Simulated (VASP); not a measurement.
# LiF (R-3m) in VASP: single point with PBE

Aim: the single point of LiF with PBE.

Everything below comes from runs of VASP 6.6.1. Logs are shortened: lines on timing, memory, paths and dates and some standing lists are left out, and cuts for length are marked.

### Step 1. The cell of the first run

The structure is trigonal, space group R-3m (No. 166). The conventional cell has a = 2.918 Å, b = 2.918 Å, c = 6.647 Å, α = 90.00°, β = 90.00°, γ = 120.00°. Within 2.7 Å of Li (site symmetry -3m) lie 6 F at 2.02 Å. F (site symmetry -3m) has 6 Li at 2.02 Å within 2.7 Å.

### Step 2. Single point, PBE

Contents of INCAR:

```
SYSTEM = LiF
ALGO = Normal
EDIFF = 1E-6
ENCUT = 520
GGA = PE
ISIF = 2
ISMEAR = 0
LASPH = .TRUE.
LCHARG = .FALSE.
LREAL = .FALSE.
LWAVE = .FALSE.
NBANDS = 12
NELM = 100
PREC = Accurate
SIGMA = 0.05
```

Contents of KPOINTS:

```
k-points
0
G
  12 12 12
  0 0 0
```

Contents of POSCAR:

```
LiF
1.0
   -0.0962879479      1.9670252210      1.9670252210
    1.9670252210     -0.0962879479      1.9670252210
    1.9670252210      1.9670252210     -0.0962879479
Li F
1 1
Direct
    0.0000000000      0.0000000000      0.0000000000
    0.5000000000      0.5000000000      0.5000000000
```

Potentials or basis: VASP PAW PBE potentials, release 64 (Li_sv, F).

Command:

```sh
$ cat potpaw_PBE.64/Li_sv/POTCAR potpaw_PBE.64/F/POTCAR > POTCAR
$ mpirun -np 1 vasp_std > vasp.out
```

OUTCAR:

```text
SYSTEM = LiF
   EDIFF = 1E-6
   ENCUT = 520
   GGA = PE
   ISIF = 2
   ISMEAR = 0
   LASPH = .TRUE.
   LREAL = .FALSE.
   NELM = 100
   PREC = Accurate

 ion  position               nearest neighbor table
   1  0.000  0.000  0.000-   2 2.02   2 2.02   2 2.02   2 2.02   2 2.02   2 2.02
   2  0.500  0.500  0.500-   1 2.02   1 2.02   1 2.02   1 2.02   1 2.02   1 2.02

  LATTYP: Found a trigonal (rhomboedric) cell.
 ALAT       =     2.7834596834
 COS(alpha) =     0.4505091948

  Lattice vectors:

 A1 = (  -0.0962879479,   1.9670252210,   1.9670252210)
 A2 = (   1.9670252210,  -0.0962879479,   1.9670252210)
 A3 = (   1.9670252210,   1.9670252210,  -0.0962879479)

Analysis of symmetry for initial positions (statically):
=====================================================================
 Subroutine PRICEL returns:
 Original cell was already a primitive cell.

 Routine SETGRP: Setting up the symmetry group for a
 trigonal (rhombohedral) supercell.

 Subroutine GETGRP returns: Found 12 space group operations
 (whereof 12 operations were pure point group operations)
 out of a pool of 12 trial point group operations.

The static configuration has the point symmetry D_3d.

Analysis of symmetry for dynamics (positions and initial velocities):
=====================================================================
 Subroutine PRICEL returns:
 Original cell was already a primitive cell.

 Routine SETGRP: Setting up the symmetry group for a
 trigonal (rhombohedral) supercell.

 Subroutine GETGRP returns: Found 12 space group operations
 (whereof 12 operations were pure point group operations)
 out of a pool of 12 trial point group operations.

The dynamic configuration has the point symmetry D_3d.

 Subroutine INISYM returns: Found 12 space group operations
 (whereof 12 operations are pure point group operations),
 and found     1 'primitive' translations

----------------------------------------------------------------------------------------

                                     Primitive cell

  volume of cell :      16.3384

  direct lattice vectors                    reciprocal lattice vectors
    -0.096287948  1.967025221  1.967025221    -0.236248769  0.248408633  0.248408633
     1.967025221 -0.096287948  1.967025221     0.248408633 -0.236248769  0.248408633
     1.967025221  1.967025221 -0.096287948     0.248408633  0.248408633 -0.236248769

  length of vectors
     2.783459683  2.783459683  2.783459683     0.423352310  0.423352310  0.423352310

  position of ions in fractional coordinates (direct lattice)
     0.000000000  0.000000000  0.000000000
     0.500000000  0.500000000  0.500000000

  ion indices of the primitive-cell ions
   primitive index   ion index
                 1           1
                 2           2

----------------------------------------------------------------------------------------

 KPOINTS: k-points

Automatic generation of k-mesh.
 Grid dimensions read from file:
 generate k-points for:   12   12   12

 Generating k-lattice:

  Cartesian coordinates                     Fractional coordinates (reciprocal lattice)
    -0.019687397  0.020700719  0.020700719     0.083333333  0.000000000 -0.000000000
     0.020700719 -0.019687397  0.020700719     0.000000000  0.083333333 -0.000000000
     0.020700719  0.020700719 -0.019687397     0.000000000  0.000000000  0.083333333

  Length of vectors
     0.035279359  0.035279359  0.035279359

  Shift w.r.t. Gamma in fractional coordinates (k-lattice)
     0.000000000  0.000000000  0.000000000

 Subroutine IBZKPT returns following result:
 ===========================================

 Found    189 irreducible k-points:

 Following reciprocal coordinates:
            Coordinates               Weight
  0.000000  0.000000  0.000000      1.000000
  0.083333 -0.000000 -0.000000      6.000000
  0.166667  0.000000  0.000000      6.000000
  0.250000  0.000000  0.000000      6.000000
  0.333333 -0.000000 -0.000000      6.000000
  0.416667  0.000000  0.000000      6.000000
[... 16 lines left out ...]
  0.500000  0.166667 -0.000000     12.000000
 -0.416667  0.166667 -0.000000     12.000000
 [... further k-points ...]
   k-points           NKPTS =    189   k-points in BZ     NKDIM =    189   number of bands    NBANDS=     12
   number of dos      NEDOS =    301   number of ions     NIONS =      2
   total plane-waves  NPLWV =  13824
   dimension x,y,z NGX =    24 NGY =   24 NGZ =   24
   dimension x,y,z NGXF=    48 NGYF=   48 NGZF=   48
   ions per type =               1   1
   NGX,Y,Z   is equivalent  to a cutoff of  14.33, 14.33, 14.33 a.u.
   NGXF,Y,Z  is equivalent  to a cutoff of  28.67, 28.67, 28.67 a.u.
 SYSTEM =  LiF
   PREC   = accura    normal or accurate (medium, high low for compatibility)
   ISTART =      0    job   : 0-new  1-cont  2-samecut
   ICHARG =      2    charge: 1-file 2-atom 10-const
   ISPIN  =      1    spin polarized calculation?
   LNONCOLLINEAR =      F non collinear calculations
   LSORBIT =      F    spin-orbit coupling
   LASPH  =      T    aspherical Exc in radial PAW
   ENCUT  =  520.0 eV  38.22 Ry    6.18 a.u.   5.18  5.18  5.18*2*pi/ulx,y,z
   NELM   =    100;   NELMIN=  2; NELMDL= -5     # of ELM steps
   EDIFF  = 0.1E-05   stopping-criterion for ELM
   LREAL  =      F    real-space projection
   EDIFFG = 0.1E-04   stopping-criterion for IOM
   NSW    =      0    number of steps for IOM
   IBRION =     -1    ionic relax: 0-MD 1-quasi-New 2-CG
   NFREE  =      0    steps in history (QN), initial steepest desc. (CG)
   ISIF   =      2    stress and relaxation
   ISYM   =      2    0-nonsym 1-usesym 2-fastsym
   POTIM  = 0.5000    time-step for ionic-motion
   TEBEG  =    0.0;   TEEND  =   0.0 temperature during run
   PSTRESS=    0.0 pullay stress
   NELECT =      10.0000    total number of electrons
   NUPDOWN=      -1.0000    fix difference up-down
   EMIN   =  10.00;   EMAX   =-10.00  energy-range for DOS
   EFERMI =   0.00;   METHOD = LEGACY
   ISMEAR =     0;   SIGMA  =   0.05  broadening in eV -4-tet -1-fermi 0-gaus
   EFERMI_NEDOS =   21; number of points for ismear=-14 and -15
   IALGO  =     38    algorithm
   IMIX   =      4    mixing-type and parameters
     AMIX     =   0.40;   BMIX     =  1.00
     AMIX_MAG =   1.60;   BMIX_MAG =  1.00
  volume/ion in A,a.u.               =       8.17        55.13
  Fermi-wavevector in a.u.,A,eV,Ry     =   1.389970  2.626662 26.286674  1.932016
  Thomas-Fermi vector in A             =   2.513950
   LORBIT       =      0    0 simple, 1 ext, 2 COOP (PROOUT), +10 PAW based schemes
   GGA     = PE    functional components
   LHFCALC =     F    Hartree Fock is set to
   AEXX    =    0.0000 exact exchange contribution
   IVDW    =     0    specifies the selected vdW correction
   LEPSILON=     F    determine dielectric tensor
   LRPA    =     F    only Hartree local field effects (RPA)
 non-spin polarized calculation
 Gauss-broadening in eV      SIGMA  =   0.05
  energy-cutoff  :      520.00
  volume of cell :       16.34
 maximum number of plane-waves:       456
 NGX is ok and might be reduce to    24
   NGX = 11   NGY = 11   NGZ = 11

 number of electron      10.0000002 magnetization

 Free energy of the ion-electron system (eV)
  ---------------------------------------------------
  ext. energy  EPLUGINS =         0.00000000
  ---------------------------------------------------
  free energy    TOTEN  =        -9.61685132 eV

  energy without entropy =       -9.61685132  energy(sigma->0) =       -9.61685132

 E-fermi :  -0.5803     XC(G=0):  -9.9835

 val. band max:       -0.7659575458   @ k =   0.0000   0.0000   0.0000
 cond. band min:       8.0609017213   @ k =   0.0000   0.0000   0.0000
 fundamental gap:      8.8268592671
 Fermi energy:        -0.5803211013

 k-point     1 :       0.0000    0.0000    0.0000
  band No.  band energies     occupation
      1     -41.9578      2.00000
      2     -20.9809      2.00000
      3      -1.1157      2.00000
      4      -1.1157      2.00000
      5      -0.7660      2.00000
      6       8.0609      0.00000
      7      22.5313      0.00000
      8      22.5313      0.00000
      9      22.6917      0.00000
     10      22.6917      0.00000
     11      23.1652      0.00000
     12      25.0912      0.00000

 k-point     2 :       0.0833   -0.0000   -0.0000
  band No.  band energies     occupation
      1     -41.9542      2.00000
      2     -20.9562      2.00000
      3      -1.2946      2.00000
      4      -1.1254      2.00000
      5      -0.8045      2.00000
      6       8.2643      0.00000
      7      20.2816      0.00000
      8      21.6186      0.00000
      9      22.4356      0.00000
     10      23.4579      0.00000
     11      24.5587      0.00000
     12      25.2788      0.00000

 k-point     3 :       0.1667    0.0000    0.0000
  band No.  band energies     occupation
      1     -41.9440      2.00000
      2     -20.8859      2.00000
      3      -1.7885      2.00000
      4      -1.1514      2.00000
      5      -0.8685      2.00000
      6       8.7647      0.00000
      7      18.1722      0.00000
      8      20.4844      0.00000
      9      21.3646      0.00000
     10      24.4059      0.00000
     11      25.2403      0.00000
     12      26.4555      0.00000
[... 286 lines left out ...]
 k-point    23 :       0.5000    0.1667   -0.0000
  band No.  band energies     occupation
      1     -41.8977      2.00000
      2     -20.5038      2.00000
      3      -3.4294      2.00000
      4      -1.8140      2.00000
      5      -1.2756      2.00000
      6      10.9067      0.00000
      7      15.0130      0.00000
      8      17.8872      0.00000
      9      18.8502      0.00000
     10      24.9353      0.00000
     11      30.7230      0.00000
     12      31.7792      0.00000

 k-point    24 :      -0.4167    0.1667   -0.0000
  band No.  band energies     occupation
      1     -41.8972      2.00000
      2     -20.5049      2.00000
      3      -3.4093      2.00000
      4      -1.9172      2.00000
      5      -1.2096      2.00000
      6      10.9036      0.00000
      7      14.8644      0.00000
      8      17.9560      0.00000
      9      18.7483      0.00000
     10      26.4843      0.00000
     11      29.7647      0.00000
     12      30.8618      0.00000

 [... further k-points ...]

------------------------ aborting loop because EDIFF is reached ----------------------------------------

  FORCE on cell =-STRESS in cart. coord.  units (eV):
  Direction    XX          YY          ZZ          XY          YZ          ZX
  --------------------------------------------------------------------------------------
  -------------------------------------------------------------------------------------
  Total        0.1741666      0.1741666      0.1741666      0.2744177      0.2744177      0.2744177
  in kB       17.0791859     17.0791859     17.0791859     26.9100346     26.9100346     26.9100346
  external PRESSURE =      17.0791859 kB  Pullay stress =       0.0000000 kB

 VOLUME and BASIS-vectors are now :
 -----------------------------------------------------------------------------
  energy-cutoff  :      520.00
  volume of cell :       16.34
      direct lattice vectors                 reciprocal lattice vectors
    -0.096287948  1.967025221  1.967025221    -0.236248769  0.248408633  0.248408633
     1.967025221 -0.096287948  1.967025221     0.248408633 -0.236248769  0.248408633
     1.967025221  1.967025221 -0.096287948     0.248408633  0.248408633 -0.236248769

 POSITION                                       TOTAL-FORCE (eV/Angst)
 -----------------------------------------------------------------------------------
      0.00000      0.00000      0.00000        -0.000000      0.000000     -0.000000
      1.91888      1.91888      1.91888         0.000000     -0.000000      0.000000
 -----------------------------------------------------------------------------------
    total drift:                               -0.000000     -0.000000      0.000000

  FREE ENERGIE OF THE ION-ELECTRON SYSTEM (eV)
  ---------------------------------------------------
  free  energy   TOTEN  =        -9.6168513223 eV

  energy  without entropy=       -9.6168513223  energy(sigma->0) =       -9.61685132
```

Wall time 24 s (1 thread of AMD EPYC 9R45 (Zen 5), shared host); peak memory 0.12 GiB.

What came out:

```
Free energy            : -9.6169 eV
Band gap on the k mesh : 8.83 eV, direct
```

Caveat: the cutoff is under 1.25 times the usual one of these potentials, so pressure, stress and relaxed cells hold a basis-set (Pulay) error. A k mesh can miss the band edges.
